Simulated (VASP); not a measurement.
Here is a VASP 6.6.1 calculation.

Contents of INCAR:

```
SYSTEM = Au
PREC = Accurate
ENCUT = 520
EDIFF = 1E-6
ISMEAR = 0
SIGMA = 0.1
LREAL = .False.
LASPH = .True.
NELM = 80
ALGO = Normal
ISIF = 2
LWAVE = .False.
LCHARG = .False.
GGA = PE
IVDW = 12
NBANDS = 12
```

The input KPOINTS:

```
Automatic mesh
0
Gamma
  18 18 18
  0 0 0
```

File POSCAR:

```
Au
1.0
    0.0000000000      2.0516042071      2.0516042071
    2.0516042071      0.0000000000      2.0516042071
    2.0516042071      2.0516042071      0.0000000000
Au
1
Direct
    0.0000000000      0.0000000000      0.0000000000
```

Potentials or basis: VASP PAW PBE potentials, release 64 (Au).

Run with:

```bash
$ cat potpaw_PBE.64/Au/POTCAR > POTCAR
$ mpirun -np 1 vasp_std > vasp.out
```

(1) What does it give for the dispersion energy per atom?

(2) What does it give for the pressure?

## Answers

(1) -0.656 eV.

(2) -0.3 GPa.

Caveat: pairwise dispersion overbinds metals, which lowers pressure and volume.
